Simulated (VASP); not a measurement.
BaZrO3: single point with PBEsol

The system is BaZrO3.

```
Ba Zr O
1.0
     4.04669    0.00000    0.00000
     0.00000    4.04669    0.00000
     0.00000    0.00000    4.04669
Ba Zr O
1 1 3
Direct
  0.00000 0.00000 0.00000
  0.50000 0.50000 0.50000
  0.00000 0.50000 0.50000
  0.50000 0.00000 0.50000
  0.50000 0.50000 0.00000
```

- Program: VASP 6.6.1
- Task: single point
- Functional: PBEsol
- Potentials or basis: VASP PAW PBE potentials, release 64 (Ba_sv, Zr_sv, O_h)
- Cutoff: 1340 eV
- k mesh: 4 × 4 × 4
- Occupations: gaussian, width 0.01 eV
- Spin: no spin polarisation

```json
{"Pressure": "21.4 GPa", "Band gap on the k mesh": "3.30 eV (least direct gap 3.35 eV)"}
```

Levels at points of the mesh, in eV from the valence-band top:
```csv
k point,band 17,band 18,band 19,band 20,band 21,band 22,band 23,band 24
"(0.00, 0.00, 0.00)",-1.17,-0.05,-0.05,-0.05,3.30,3.30,3.30,4.65
"(0.50, 0.00, 0.00)",-1.90,-1.90,-0.23,-0.23,3.87,6.39,6.39,6.76
"(0.50, 0.50, 0.00)",-0.91,-0.91,-0.46,-0.09,6.34,6.34,6.98,7.10
"(0.50, 0.50, 0.50)",-2.57,0.00,0.00,0.00,6.32,6.32,6.32,7.94
```

Wall time 49 s on 1 thread of Intel(R) Xeon(R) Platinum 8559C (Emerald Rapids), on a shared host, peak memory 0.36 GiB.

Caveat: the cell stands under pressure; the PAW data sets were made with another functional, which shifts forces and pressure a little; spin-orbit coupling is left out, which moves the levels of the heavy elements. A k mesh can miss the band edges.
